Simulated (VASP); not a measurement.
A run of VASP 6.6.1:

Contents of INCAR:

```
SYSTEM = Pt
PREC     = Accurate       ! precision mode
ENCUT    = 600            ! plane-wave cutoff, eV
EDIFF    = 1E-6           ! SCF threshold, eV
ISMEAR   = 0              ! smearing method
SIGMA    = 0.1            ! smearing width, eV
LREAL    = .False.        ! projectors in reciprocal space
LASPH    = .True.         ! aspherical terms in the spheres
NELM     = 80             ! most SCF steps
ALGO     = Normal         ! electronic algorithm
ISIF     = 3              ! what is computed and relaxed
LWAVE    = .False.        ! write WAVECAR
LCHARG   = .False.        ! write CHGCAR
GGA      = CA             ! functional
IBRION   = 2              ! ionic algorithm
NSW      = 100            ! ionic steps
EDIFFG   = -0.002         ! ionic threshold
```

Contents of KPOINTS:

```
Automatic mesh
0
Gamma
  16 16 16
  0 0 0
```

The input POSCAR:

```
Pt
1.0
    0.0000000000      1.9456319019      1.9456319019
    1.9456319019      0.0000000000      1.9456319019
    1.9456319019      1.9456319019      0.0000000000
Pt
1
Direct
    0.0000000000      0.0000000000      0.0000000000
```

Potentials or basis: VASP PAW LDA potentials, release 64 (Pt).

Run with:

```bash
$ cat potpaw_LDA.64/Pt/POTCAR > POTCAR
$ mpirun -np 1 vasp_std > vasp.out
```

Hardware: 1 thread of Intel(R) Xeon(R) Platinum 8488C (Sapphire Rapids), on a shared host.

Task: How long does it take, and how much memory?

Result: It took 20 s on 1 thread of Intel(R) Xeon(R) Platinum 8488C (Sapphire Rapids) (shared host), peak memory 0.15 GiB. Counts: scf iterations 23, k points 145, ion steps 3.
